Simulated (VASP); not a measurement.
Crystal: LaAgS2.

```
Ag S La
1.0
     4.24649    0.00000    0.00000
     0.00000    4.24649    0.00000
     0.00000    0.00000    5.60490
Ag S La
1 2 1
Direct
  0.00000 0.00000 0.00000
  0.00000 0.00000 0.50000
  0.50000 0.50000 0.00000
  0.50000 0.50000 0.50000
```

This cell differs from its parent crystal: biaxial xy strain +2.8%.

Base run:

| Quantity | Value |
| --- | --- |
| Program | VASP 6.6.1 |
| Functional | PBE |
| Potentials or basis | VASP PAW PBE potentials, release 64 (Ag, S, La) |
| Cutoff | 520 eV |
| k mesh | 6 × 6 × 6 |
| Occupations | fermi-dirac, width 0.02 eV |
| Spin | no spin polarisation |

Its results: band gap on the k mesh zero (band 17 reaches 5.76 eV, above the bottom of band 18 at 5.69 eV); pressure -2.8 GPa.

Q: The run is repeated on the same cell with these changes: functional from PBE to r2SCAN; further incar settings from ALGO = Normal; EDIFF = 1e-07; NBANDS = 25 to ALGO = Normal; EDIFF = 1e-06; NBANDS = 25. What comes out?

A: Band gap on the k mesh 0.11 eV, indirect (least direct gap 1.44 eV); pressure -3.2 GPa.

Caveats: spin-orbit coupling is left out, which moves the levels of the heavy elements; the PAW data sets were made with another functional, which shifts forces and pressure a little (some runs).

A k mesh can miss the band edges.
